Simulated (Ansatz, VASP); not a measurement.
MgO: VASP beside Ansatz

File POSCAR:

```
MgO
1.0
    3.2466324030      0.0000000000      0.0000000000
   -1.6233162015      2.8116661377      0.0000000000
    0.0000000000      0.0000000000     10.3956307513
Mg O
4 4
Direct
    0.0000000000      0.0000000000     -0.0021419911
    0.3333333333      0.6666666667      0.2492181640
    0.0000000000      0.0000000000      0.4978580089
    0.6666666667      0.3333333333      0.7492181640
    0.0000000000      0.0000000000      0.1891471549
    0.3333333333      0.6666666667      0.4387766722
    0.0000000000      0.0000000000      0.6891471549
    0.6666666667      0.3333333333      0.9387766722
```

File INCAR.step1:

```
PREC = Accurate ; ENCUT = 520
ISMEAR = 0 ; SIGMA = 0.01
LREAL = F ; LASPH = T
NELM = 60 ; NBANDS = 26
GGA = PE ; ALGO = Normal
EDIFF = 1E-4 ; LWAVE = T
LCHARG = F
```

File INCAR.step2:

```
PREC = Accurate ; ENCUT = 520
EDIFF = 1E-6 ; ISMEAR = 0
SIGMA = 0.01 ; LREAL = F
LASPH = T ; NELM = 60
ALGO = Normal ; ISIF = 2
LWAVE = F ; LCHARG = F
METAGGA = R2SCAN ; LMIXTAU = T
NBANDS = 26 ; ISTART = 1
```

Contents of KPOINTS:

```
regular mesh
0
Gamma
  12 12 4
```

Input for Ansatz:

```yaml
crystal:
  lattice:
    - [3.246632403, 0.0, 0.0]
    - [-1.6233162015, 2.8116661377, 0.0]
    - [0.0, 0.0, 10.3956307513]
  atoms:
    - { symbol: Mg, position: [0.0, 0.0, -0.0021419911] }
    - { symbol: Mg, position: [0.3333333333, 0.6666666667, 0.249218164] }
    - { symbol: Mg, position: [0.0, 0.0, 0.4978580089] }
    - { symbol: Mg, position: [0.6666666667, 0.3333333333, 0.749218164] }
    - { symbol: O, position: [0.0, 0.0, 0.1891471549] }
    - { symbol: O, position: [0.3333333333, 0.6666666667, 0.4387766722] }
    - { symbol: O, position: [0.0, 0.0, 0.6891471549] }
    - { symbol: O, position: [0.6666666667, 0.3333333333, 0.9387766722] }
kpoints:
  mp_grid: { grid: [12, 12, 4] }
  band_path:
    path:
      - [0.0, 0.0, 0.0]
      - [0.5, 0.0, 0.0]
      - [0.3333333333, 0.3333333333, 0.0]
      - [0.0, 0.0, 0.5]
      - [0.5, 0.0, 0.5]
      - [0.3333333333, 0.3333333333, 0.5]
    npoints: 1
hamiltonian:
  xc: r2scan
scf:
  occupations: { method: fixed }
  n_extra_bands: 6
output:
  forces: true
  stress: true
  eigenvalues: true
```

Alike in both runs: task single point; functional r2SCAN; k mesh 12 × 12 × 4; no spin polarisation.

```csv
,VASP,Ansatz
version,VASP 6.6.1,Ansatz 0.2.0
potentials or method,"VASP PAW PBE potentials, release 64 (Mg, O)","plane waves, PAW"
plane-wave cutoff (eV),520,500
occupations,"gaussian, width 0.01 eV",fixed
valence electrons in the cell,32,64
```

Ansatz gave:

| Quantity | Value |
| --- | --- |
| gap on the k mesh at the Fermi level (eV) | 4.31 |
| pressure (GPa) | 0.0 |

**Question.** What did VASP give for the same quantities?

**Answer.** gap on the k mesh at the Fermi level (eV): 4.29; pressure (GPa): -0.5.

VASP's potentials were made for PBE, not for r2SCAN. VASP's potentials hold 32 valence electrons a cell and Ansatz's 64, so a difference there can come from the potentials and not from the codes.
